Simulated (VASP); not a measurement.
A run of VASP 6.6.1:

The input INCAR:

```
PREC = Accurate
ENCUT = 520
EDIFF = 1E-6
ISMEAR = 0
SIGMA = 0.1
LREAL = F
LASPH = T
NELM = 60
ALGO = Normal
ISIF = 2
LWAVE = F
LCHARG = F
GGA = PE
NBANDS = 17
```

The input KPOINTS:

```
regular mesh
0
Gamma
  18 18 18
```

File POSCAR:

```
CaAs2
1.0
   -2.0586895254      2.0586895254      4.3541968620
    2.0586895254     -2.0586895254      4.3541968620
    2.0586895254      2.0586895254     -4.3541968620
Ca As
1 2
Direct
    0.0000000000      0.0000000000      0.0000000000
    0.6351313538      0.6351313538      0.0000000000
    0.3648686462      0.3648686462      0.0000000000
```

Potentials or basis: VASP PAW PBE potentials, release 64 (Ca_sv, As).

Launch:

```sh
$ cat potpaw_PBE.64/Ca_sv/POTCAR potpaw_PBE.64/As/POTCAR > POTCAR
$ mpirun -np 1 vasp_std > vasp.out
```

Hardware: 1 thread of Intel(R) Xeon(R) 6975P-C (Granite Rapids), on a shared host.

Task: Estimate the wall time of this run.

Result: Run time: 4.9 min on 1 thread of Intel(R) Xeon(R) 6975P-C (Granite Rapids) (shared host), peak memory 0.73 GiB. Counts: scf iterations 12, k points 480.
